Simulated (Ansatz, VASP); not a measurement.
## Two plane-wave programs on TiB2

```
CELL_PARAMETERS angstrom
3.02920 0.00000 0.00000
-1.51460 2.62336 0.00000
0.00000 0.00000 3.22840
ATOMIC_POSITIONS crystal
Ti 0.00000 0.00000 0.00000
B 0.33333 0.66667 0.50000
B 0.66667 0.33333 0.50000
```

Alike in both runs: task single point; functional r2SCAN; k mesh 6 × 6 × 6; occupations gaussian, width 0.1 eV; no spin polarisation.

|  | VASP | Ansatz |
| --- | --- | --- |
| version | VASP 6.6.1 | Ansatz 0.2.0 |
| potentials or method | VASP PAW PBE potentials, release 64 (Ti_sv, B), cutoff 520 eV | scalar-relativistic, plane waves, PAW |
| valence electrons in the cell | 18 | 18 |

VASP gave:

| Quantity | Value |
| --- | --- |
| gap on the k mesh at the Fermi level (eV) | none |
| pressure (GPa) | -0.1 |
| traceless stress, the component that is largest in VASP (GPa) | -1.00 |

Task: Which values does Ansatz return?

Result: gap on the k mesh at the Fermi level (eV): none; pressure (GPa): -0.9; traceless stress, the component that is largest in VASP (GPa): -1.06.

VASP's potentials were made for PBE, not for r2SCAN. A gap of «none» marks a metal or a gap that the smearing closes. With one functional, cell and mesh, what is left measures potentials, basis and numerics.

The k mesh is coarse, so the values compare programs but aren't converged.
